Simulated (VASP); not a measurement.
Runs of VASP 6.6.1 on InP. The structure is that of space group I4/mmm (No. 139), or close to it. The cells are those of the table. 

```csv
cell,gap on the mesh (eV),pressure (GPa)
"a = 3.817, b = 3.817, c = 4.256 Å, angles 56.1, 56.1, 67.8°, 2 atoms",none,10.5
"a = 3.989, b = 3.989, c = 3.795 Å, angles 61.6, 61.6, 56.8°, 2 atoms",none,1.2
"a = 4.163, b = 4.163, c = 3.590 Å, angles 64.5, 64.5, 51.1°, 2 atoms",none,8.8
"a = 3.870, b = 3.870, c = 4.028 Å, angles 58.6, 58.6, 62.7°, 2 atoms",none,(a)
```

Alike in all rows: task single point; level PBE; potentials or basis VASP PAW PBE potentials, release 64 (In_d, P); no spin polarisation; k mesh 20 × 20 × 20; cutoff (eV) 520; smearing gaussian 0.15 eV.

Q: Fill in the values left out.

A: (a) 1.0.

Caveats: spin-orbit coupling is left out, which moves the levels of the heavy elements; the stress differs along the axes, from -4 to 39 GPa (at least some runs); the stress differs along the axes, from -4 to 4 GPa (at least some runs); the stress differs along the axes, from -5 to 16 GPa (at least some runs); the stress differs along the axes, from -3 to 8 GPa (at least some runs).

A k mesh can miss the band edges, and the runs leave out spin-orbit coupling on In.

A gap of «none» marks levels without a gap at the run's occupations.
